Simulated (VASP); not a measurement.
## Rb: single point with PBE

The system is Rb.

```
CELL_PARAMETERS angstrom
4.88468 0.00000 0.00000
-2.44234 4.23026 0.00000
0.00000 0.00000 4.59160
ATOMIC_POSITIONS crystal
Rb 0.00000 0.00000 0.00000
```

This isn't the form of Rb at room conditions, which is bcc.

| Quantity | Value |
| --- | --- |
| Program | VASP 6.6.1 |
| Task | single point |
| Functional | PBE |
| Potentials or basis | VASP PAW PBE potentials, release 64 (Rb_sv) |
| Cutoff | 520 eV |
| k mesh | 9 × 9 × 8 |
| Occupations | fermi-dirac, width 0.05 eV |
| Spin | no spin polarisation |

The pressure is 0.0 GPa and the band gap on the k mesh is zero (an odd number of electrons rules out a gap without spin polarisation).

Levels at points of the mesh, in eV from the Fermi level:
```csv
k point,band 2,band 3,band 4,band 5,band 6,band 7,band 8,band 9
"(0.00, 0.00, 0.00)",-13.05,-13.05,-13.05,-1.93,2.40,3.54,3.54,5.71
"(0.00, 0.00, 0.50)",-13.18,-13.04,-13.04,-0.21,0.29,4.05,4.05,4.39
```

It took 14 s on 1 thread of Intel(R) Xeon(R) 6975P-C (Granite Rapids), with other jobs on the host, peak memory 0.22 GiB.
